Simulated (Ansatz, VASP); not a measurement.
Given: the input of a run of VASP 6.6.1 on HfMoC2.

File INCAR:

```
SYSTEM = HfMoC2
ALGO = Normal ; EDIFF = 1E-6
EDIFFG = -0.01 ; ENCUT = 600
GGA = PS ; IBRION = 2
ISIF = 3 ; ISMEAR = -1
LASPH = .True. ; LCHARG = .False.
LREAL = .False. ; LWAVE = .False.
NELM = 100 ; NSW = 60
PREC = Accurate ; SIGMA = 0.05
```

KPOINTS

```
k-points
0
Gamma
  8 8 6
  0 0 0
```

POSCAR

```
HfMoC2
1.0
    3.1914230000      0.0000000000      0.0000000000
    0.0000000000      3.1914230000      0.0000000000
    0.0000000000      0.0000000000      4.4851640000
Hf Mo C
1 1 2
Direct
    0.0000000000      0.0000000000      0.0000000000
    0.5000000000      0.5000000000      0.5000000000
    0.5000000000      0.5000000000      0.0000000000
    0.0000000000      0.0000000000      0.5000000000
```

Potentials or basis: VASP PAW PBE potentials, release 64 (Hf_pv, Mo_sv, C).

Launch:

```bash
$ cat potpaw_PBE.64/Hf_pv/POTCAR potpaw_PBE.64/Mo_sv/POTCAR potpaw_PBE.64/C/POTCAR > POTCAR
$ mpirun -np 1 vasp_std > vasp.out
```

Translate it to Ansatz 0.2.0. Potentials there: Ansatz PAW.

As run (the cutoff follows the program's own potentials):

File input.yaml:

```yaml
crystal:
  lattice:
    - [3.191423, 0.0, 0.0]
    - [0.0, 3.191423, 0.0]
    - [0.0, 0.0, 4.485164]
  atoms:
    - { symbol: Hf, position: [0.0, 0.0, 0.0] }
    - { symbol: Mo, position: [0.5, 0.5, 0.5] }
    - { symbol: C, position: [0.5, 0.5, 0.0] }
    - { symbol: C, position: [0.0, 0.0, 0.5] }
hamiltonian:
  xc: pbesol
  pseudopotentials: { kind: paw }
kpoints:
  mp_grid: { grid: [8, 8, 6] }
scf:
  occupations: { method: fermi_dirac, width: 0.05 }
output:
  forces: true
  stress: true
  eigenvalues: true
relax:
  f_tol: 0.01
  max_steps: 40
  cell: { stress_tol: 0.05 }
```

Potentials or basis: Ansatz PAW.

Launch:

```sh
$ ansatz run input.yaml --threads 2 --pin off --max-ram 5632MiB --backend cpu --events-out ev --progress --plain --runs-dir out
```

Both were run:

|  | VASP | Ansatz | Ansatz less VASP |
| --- | --- | --- | --- |
| gap on the k mesh at the Fermi level, each at its own relaxed structure (eV) | none | none | - |
| relaxed volume (Å³/atom) | 11.06 | 11.06 | -0.002 |
| relaxed length of the cell vector where the two differ most in proportion (Å) | 4.414 | 4.413 | -0.0009 |

VASP's potentials were made for PBE, not for PBEsol. A gap of «none» marks a metal or a gap that the smearing closes. VASP's potentials hold 32 valence electrons a cell and Ansatz's 48, so a difference there can come from the potentials and not from the codes.

Spin-orbit coupling is off throughout. Noted on Ansatz's run: the plane-wave basis is chosen anew once the cell has moved, so the energies of steps on either side of that aren't comparable.
